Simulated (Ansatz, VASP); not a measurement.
One calculation of HfO2, two programs

```
Hf O
1.0
     0.00000    2.55750    2.49356
     2.55750    0.00000    2.49356
     2.55750    2.55750    0.00000
Hf O
1 2
Direct
  0.00000 0.00000 0.00000
  0.25000 0.25000 0.25000
  0.75000 0.75000 0.75000
```

Change from the starting cell: strain +0.000 along x and y, -0.025 along z, atoms carried along.

Alike in both runs: task single point; functional PBE; k mesh 8 × 8 × 8; occupations gaussian, width 0.05 eV; no spin polarisation.

```csv
,VASP,Ansatz
version,VASP 6.6.1,Ansatz 0.2.0
potentials or method,"VASP PAW PBE potentials, release 64 (Hf_pv, O), cutoff 520 eV","scalar-relativistic, plane waves, PAW"
valence electrons in the cell,22,38
```

|  | VASP | Ansatz | Ansatz less VASP |
| --- | --- | --- | --- |
| gap on the k mesh at the Fermi level (eV) | 3.55 | 3.56 | +0.007 |
| least direct gap on the mesh (eV) | 3.60 | 3.59 | -0.009 |
| pressure (GPa) | 0.1 | 3.9 | +3.76 |
| traceless stress, the component that is largest in VASP (GPa) | 7.88 | 7.73 | -0.148 |

The functional is the same, so the differences come from potentials, cutoffs and numerics. VASP's potentials hold 22 valence electrons a cell and Ansatz's 38, so a difference there can come from the potentials and not from the codes.

Spin-orbit coupling is off throughout.
